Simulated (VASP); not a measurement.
# AlH2 (Pnma) in VASP: single point with r2SCAN

Aim: the single point of AlH2 with r2SCAN.

Program: VASP 6.6.1. These are calculated values, not measurements. Logs are shortened: lines on timing, memory, paths and dates and some standing lists are left out, and cuts for length are marked.

### Step 1. The cell of the first run

It takes space group Pnma (No. 62, orthorhombic). Conventional cell: a = 5.515 Å, b = 3.384 Å, c = 6.380 Å, α = 90.00°, β = 90.00°, γ = 90.00°. H (site symmetry m) has 3 Al at 1.77 to 2.02 Å and 4 H at 2.34 to 2.39 Å within 2.4 Å. Within 2.3 Å of H (site symmetry m) lie 2 Al at 1.69 to 1.79 Å. Within 2.3 Å of Al (site symmetry m) lie 5 H at 1.69 to 2.02 Å.

### Step 2. Single point, r2SCAN

POSCAR reads:

```
AlH2
1.0
    5.5148150000      0.0000000000      0.0000000000
    0.0000000000      3.3842390000      0.0000000000
    0.0000000000      0.0000000000      6.3803620000
H Al
8 4
Direct
   -0.1496299177      0.2500000000      0.0285979476
    0.6496299177      0.7500000000      0.5285979476
    0.3503700823      0.2500000000      0.4714020524
    1.1496299177      0.7500000000      0.9714020524
    0.4929409812      0.2500000000      0.8169674320
    1.0070590188      0.7500000000      0.3169674320
   -0.0070590188      0.2500000000      0.6830325680
    0.5070590188      0.7500000000      0.1830325680
    0.1813865209      0.2500000000      0.8928430939
    0.3186134791      0.7500000000      0.3928430939
    0.6813865209      0.2500000000      0.6071569061
    0.8186134791      0.7500000000      0.1071569061
```

INCAR.step1 reads:

```
  ALGO = Normal
  EDIFF = 1E-4
  ENCUT = 520
  GGA = PE
  ISMEAR = 1
  LASPH = T
  LCHARG = F
  LREAL = F
  LWAVE = T
  NBANDS = 22
  NELM = 100
  PREC = Accurate
  SIGMA = 0.0293
```

INCAR.step2 reads:

```
  ALGO = Normal
  EDIFF = 1E-7
  ENCUT = 520
  ISIF = 2
  ISMEAR = 1
  ISTART = 1
  LASPH = T
  LCHARG = F
  LMIXTAU = T
  LREAL = F
  LWAVE = F
  METAGGA = R2SCAN
  NBANDS = 22
  NELM = 100
  PREC = Accurate
  SIGMA = 0.0293
```

KPOINTS reads:

```
k-points
0
Gamma
  4 6 3
```

Potentials or basis: VASP PAW PBE potentials, release 64 (H, Al).

Run with:

```bash
> cat potpaw_PBE.64/H/POTCAR potpaw_PBE.64/Al/POTCAR > POTCAR
> cp INCAR.step1 INCAR
> mpirun -np 1 vasp_std > vasp.out
> cp INCAR.step2 INCAR
> mpirun -np 1 vasp_std > vasp.out
```

OUTCAR:

```text
EDIFF = 1E-7
   ENCUT = 520
   ISIF = 2
   ISMEAR = 1
   ISTART = 1
   LASPH = T
   LREAL = F
   METAGGA = R2SCAN
   NELM = 100
   PREC = Accurate

 ion  position               nearest neighbor table
   1  0.850  0.250  0.029-  12 1.77  12 1.77   9 2.02
   2  0.650  0.750  0.529-  11 1.77  11 1.77  10 2.02
   3  0.350  0.250  0.471-  10 1.77  10 1.77  11 2.02
   4  0.150  0.750  0.971-   9 1.77   9 1.77  12 2.02
   5  0.493  0.250  0.817-  11 1.69   9 1.79
   6  0.007  0.750  0.317-  12 1.69  10 1.79
   7  0.993  0.250  0.683-   9 1.69  11 1.79
   8  0.507  0.750  0.183-  10 1.69  12 1.79
   9  0.181  0.250  0.893-   7 1.69   4 1.77   4 1.77   5 1.79   1 2.02  12 2.96  12 2.96  11 3.31
                            11 3.31
  10  0.319  0.750  0.393-   8 1.69   3 1.77   3 1.77   6 1.79   2 2.02  11 2.96  11 2.96  12 3.31
                            12 3.31
  11  0.681  0.250  0.607-   5 1.69   2 1.77   2 1.77   7 1.79   3 2.02  10 2.96  10 2.96   9 3.31
                             9 3.31
  12  0.819  0.750  0.107-   6 1.69   1 1.77   1 1.77   8 1.79   4 2.02   9 2.96   9 2.96  10 3.31
                            10 3.31

  LATTYP: Found a simple orthorhombic cell.
 ALAT       =     3.3842390000
 B/A-ratio  =     1.6295583734
 C/A-ratio  =     1.8853166103

  Lattice vectors:

 A1 = (   0.0000000000,  -3.3842390000,   0.0000000000)
 A2 = (   5.5148150000,   0.0000000000,   0.0000000000)
 A3 = (   0.0000000000,   0.0000000000,   6.3803620000)

Analysis of symmetry for initial positions (statically):
=====================================================================
 Subroutine PRICEL returns:
 Original cell was already a primitive cell.

 Routine SETGRP: Setting up the symmetry group for a
 simple orthorhombic supercell.

 Subroutine GETGRP returns: Found  8 space group operations
 (whereof  2 operations were pure point group operations)
 out of a pool of  8 trial point group operations.

The static configuration has the point symmetry S_2 .
 The point group associated with its full space group is D_2h.

Analysis of symmetry for dynamics (positions and initial velocities):
=====================================================================
 Subroutine PRICEL returns:
 Original cell was already a primitive cell.

 Routine SETGRP: Setting up the symmetry group for a
 simple orthorhombic supercell.

 Subroutine GETGRP returns: Found  8 space group operations
 (whereof  2 operations were pure point group operations)
 out of a pool of  8 trial point group operations.

The dynamic configuration has the point symmetry S_2 .
 The point group associated with its full space group is D_2h.

 Subroutine INISYM returns: Found  8 space group operations
 (whereof  2 operations are pure point group operations),
 and found     1 'primitive' translations

----------------------------------------------------------------------------------------

                                     Primitive cell

  volume of cell :     119.0796

  direct lattice vectors                    reciprocal lattice vectors
     5.514815000  0.000000000  0.000000000     0.181329745  0.000000000  0.000000000
     0.000000000  3.384239000  0.000000000     0.000000000  0.295487405  0.000000000
     0.000000000  0.000000000  6.380362000     0.000000000  0.000000000  0.156730919

  length of vectors
     5.514815000  3.384239000  6.380362000     0.181329745  0.295487405  0.156730919

  position of ions in fractional coordinates (direct lattice)
     0.850370082  0.250000000  0.028597948
     0.649629918  0.750000000  0.528597948
     0.350370082  0.250000000  0.471402052
     0.149629918  0.750000000  0.971402052
     0.492940981  0.250000000  0.816967432
     0.007059019  0.750000000  0.316967432
     0.992940981  0.250000000  0.683032568
     0.507059019  0.750000000  0.183032568
     0.181386521  0.250000000  0.892843094
     0.318613479  0.750000000  0.392843094
     0.681386521  0.250000000  0.607156906
     0.818613479  0.750000000  0.107156906

  ion indices of the primitive-cell ions
   primitive index   ion index
                 1           1
                 2           2
                 3           3
                 4           4
                 5           5
                 6           6
                 7           7
                 8           8
                 9           9
                10          10
                11          11
                12          12

----------------------------------------------------------------------------------------

 KPOINTS: k-points

Automatic generation of k-mesh.
 Grid dimensions read from file:
 generate k-points for:    4    6    3

 Generating k-lattice:

  Cartesian coordinates                     Fractional coordinates (reciprocal lattice)
     0.045332436  0.000000000  0.000000000     0.250000000  0.000000000  0.000000000
     0.000000000  0.049247901  0.000000000     0.000000000  0.166666667  0.000000000
     0.000000000  0.000000000  0.052243640     0.000000000  0.000000000  0.333333333

  Length of vectors
     0.045332436  0.049247901  0.052243640

  Shift w.r.t. Gamma in fractional coordinates (k-lattice)
     0.000000000  0.000000000  0.000000000

 Subroutine IBZKPT returns following result:
 ===========================================

 Found     24 irreducible k-points:

 Following reciprocal coordinates:
            Coordinates               Weight
  0.000000  0.000000  0.000000      1.000000
  0.250000  0.000000  0.000000      2.000000
  0.500000  0.000000  0.000000      1.000000
  0.000000  0.166667  0.000000      2.000000
  0.250000  0.166667  0.000000      4.000000
  0.500000  0.166667  0.000000      2.000000
[... 16 lines left out ...]
  0.250000  0.500000  0.333333      4.000000
  0.500000  0.500000  0.333333      2.000000
   k-points           NKPTS =     24   k-points in BZ     NKDIM =     24   number of bands    NBANDS=     22
   number of dos      NEDOS =    301   number of ions     NIONS =     12
   total plane-waves  NPLWV =  56448
   dimension x,y,z NGX =    42 NGY =   28 NGZ =   48
   dimension x,y,z NGXF=    84 NGYF=   56 NGZF=   96
   ions per type =               8   4
   NGX,Y,Z   is equivalent  to a cutoff of  12.66, 13.75, 12.51 a.u.
   NGXF,Y,Z  is equivalent  to a cutoff of  25.32, 27.51, 25.01 a.u.
 SYSTEM =  unknown system
   PREC   = accura    normal or accurate (medium, high low for compatibility)
   ISTART =      1    job   : 0-new  1-cont  2-samecut
   ICHARG =      0    charge: 1-file 2-atom 10-const
   ISPIN  =      1    spin polarized calculation?
   LNONCOLLINEAR =      F non collinear calculations
   LSORBIT =      F    spin-orbit coupling
   LASPH  =      T    aspherical Exc in radial PAW
   ENCUT  =  520.0 eV  38.22 Ry    6.18 a.u.  10.25  6.29 11.86*2*pi/ulx,y,z
   NELM   =    100;   NELMIN=  2; NELMDL=  0     # of ELM steps
   EDIFF  = 0.1E-06   stopping-criterion for ELM
   LREAL  =      F    real-space projection
   EDIFFG = 0.1E-05   stopping-criterion for IOM
   NSW    =      0    number of steps for IOM
   IBRION =     -1    ionic relax: 0-MD 1-quasi-New 2-CG
   NFREE  =      0    steps in history (QN), initial steepest desc. (CG)
   ISIF   =      2    stress and relaxation
   ISYM   =      2    0-nonsym 1-usesym 2-fastsym
   POTIM  = 0.5000    time-step for ionic-motion
   TEBEG  =    0.0;   TEEND  =   0.0 temperature during run
   PSTRESS=    0.0 pullay stress
   NELECT =      20.0000    total number of electrons
   NUPDOWN=      -1.0000    fix difference up-down
   EMIN   =  10.00;   EMAX   =-10.00  energy-range for DOS
   EFERMI =   0.00;   METHOD = LEGACY
   ISMEAR =     1;   SIGMA  =   0.03  broadening in eV -4-tet -1-fermi 0-gaus
   EFERMI_NEDOS =   21; number of points for ismear=-14 and -15
   IALGO  =     38    algorithm
   IMIX   =      4    mixing-type and parameters
     AMIX     =   0.40;   BMIX     =  1.00
     AMIX_MAG =   1.60;   BMIX_MAG =  1.00
  volume/ion in A,a.u.               =       9.92        66.97
  Fermi-wavevector in a.u.,A,eV,Ry     =   0.903245  1.706886 11.100342  0.815852
  Thomas-Fermi vector in A             =   2.026547
   LORBIT       =      0    0 simple, 1 ext, 2 COOP (PROOUT), +10 PAW based schemes
   METAGGA = R2SCAN    functional components
   LHFCALC =     F    Hartree Fock is set to
   AEXX    =    0.0000 exact exchange contribution
   IVDW    =     0    specifies the selected vdW correction
   LEPSILON=     F    determine dielectric tensor
   LRPA    =     F    only Hartree local field effects (RPA)
 non-spin polarized calculation
 Methfessel and Paxton  Order N= 1 SIGMA  =   0.03
  energy-cutoff  :      520.00
  volume of cell :      119.08
 maximum number of plane-waves:      3224
 NGX is ok and might be reduce to    42
   NGX = 21   NGY = 13   NGZ = 23

 number of electron      20.0000004 magnetization

 Free energy of the ion-electron system (eV)
  ---------------------------------------------------
  ext. energy  EPLUGINS =         0.00000000
  ---------------------------------------------------
  free energy    TOTEN  =       -50.65835478 eV

  energy without entropy =      -50.65803876  energy(sigma->0) =      -50.65824944

 E-fermi :   4.6060     XC(G=0):  -9.3387

 val. band max:        4.5242333617   @ k =   0.0000   0.5000   0.0000
 cond. band min:       4.6197328069   @ k =   0.5000   0.1667   0.0000
 fundamental gap:      0.0954994452
 Fermi energy:         4.6060249852

 k-point     1 :       0.0000    0.0000    0.0000
  band No.  band energies     occupation
      1      -7.7408      2.00000
      2      -5.5723      2.00000
      3      -3.8800      2.00000
      4      -2.6410      2.00000
      5      -2.4825      2.00000
      6      -1.0037      2.00000
[... 14 lines left out ...]
     21      11.9066      0.00000
     22      11.9522      0.00000
[... 552 lines left out ...]
  band No.  band energies     occupation
      1      -3.9071      2.00000
      2      -3.9071      2.00000
      3      -3.9071      2.00000
      4      -3.9071      2.00000
      5      -1.7751      2.00000
      6      -1.7751      2.00000
[... 14 lines left out ...]
     21      11.3915      0.00000
     22      11.3915      0.00000

------------------------ aborting loop because EDIFF is reached ----------------------------------------

  FORCE on cell =-STRESS in cart. coord.  units (eV):
  Direction    XX          YY          ZZ          XY          YZ          ZX
  --------------------------------------------------------------------------------------
  -------------------------------------------------------------------------------------
  Total        0.1718048      4.9095354     -1.4034886     -0.0000000      0.0000000      0.0000000
  in kB        2.3115776     66.0562151    -18.8834868     -0.0000000      0.0000000      0.0000000
  external PRESSURE =      16.4947686 kB  Pullay stress =       0.0000000 kB

 VOLUME and BASIS-vectors are now :
 -----------------------------------------------------------------------------
  energy-cutoff  :      520.00
  volume of cell :      119.08
      direct lattice vectors                 reciprocal lattice vectors
     5.514815000  0.000000000  0.000000000     0.181329745  0.000000000  0.000000000
     0.000000000  3.384239000  0.000000000     0.000000000  0.295487405  0.000000000
     0.000000000  0.000000000  6.380362000     0.000000000  0.000000000  0.156730919

 POSITION                                       TOTAL-FORCE (eV/Angst)
 -----------------------------------------------------------------------------------
      4.68963      0.84606      0.18247         0.001936      0.000000      0.002653
      3.58259      2.53818      3.37265        -0.001936     -0.000000      0.002653
      1.93223      0.84606      3.00772         0.001936     -0.000000     -0.002653
      0.82518      2.53818      6.19790        -0.001936     -0.000000     -0.002653
      2.71848      0.84606      5.21255        -0.004092      0.000000     -0.003089
      0.03893      2.53818      2.02237         0.004092     -0.000000     -0.003089
      5.47589      0.84606      4.35800        -0.004092     -0.000000      0.003089
      2.79634      2.53818      1.16781         0.004092      0.000000      0.003089
      1.00031      0.84606      5.69666        -0.005328      0.000000      0.000452
      1.75709      2.53818      2.50648         0.005328     -0.000000      0.000452
      3.75772      0.84606      3.87388        -0.005328     -0.000000     -0.000452
      4.51450      2.53818      0.68370         0.005328      0.000000     -0.000452
 -----------------------------------------------------------------------------------
    total drift:                               -0.000000     -0.000000      0.000000

  FREE ENERGIE OF THE ION-ELECTRON SYSTEM (eV)
  ---------------------------------------------------
  free  energy   TOTEN  =       -50.6583547794 eV

  energy  without entropy=      -50.6580387633  energy(sigma->0) =      -50.65824944
```

It took 4.4 min on 1 thread of Intel Xeon Platinum 8259CL at 2.50GHz (Skylake/Cascade Lake), shared host; peak memory 0.25 GiB.

Results:

- Free energy: -50.6584 eV
- Pressure: 1.6 GPa
- Largest force: 0.005 eV/Å
- Band gap on the k mesh: zero (band 10 reaches 6.27 eV, above the bottom of band 11 at 3.39 eV)

Forces on the atoms (eV/Å):
```
H    0.002  0.000  0.003
H   -0.002  0.000  0.003
H    0.002  0.000 -0.003
H   -0.002  0.000 -0.003
H   -0.004  0.000 -0.003
H    0.004  0.000 -0.003
H   -0.004  0.000  0.003
H    0.004  0.000  0.003
Al  -0.005  0.000  0.000
Al   0.005  0.000  0.000
Al  -0.005  0.000  0.000
Al   0.005  0.000  0.000
```

Levels at points of the mesh, in eV from the Fermi level:
```
           k point  band 8  band 9  band 10  band 11  band 12  band 13
(0.00, 0.00, 0.00)   -5.27   -0.72     1.24     1.61     2.20     2.25
(0.50, 0.00, 0.00)   -3.98    1.66     1.66     1.75     1.75     3.09
(0.00, 0.50, 0.00)   -5.68   -2.25    -2.25    -0.08    -0.08     1.68
(0.50, 0.50, 0.00)   -6.11   -1.22    -1.22    -1.22    -1.22     2.90
```

Caveat: the PAW data sets were made with another functional, which shifts forces and pressure a little.
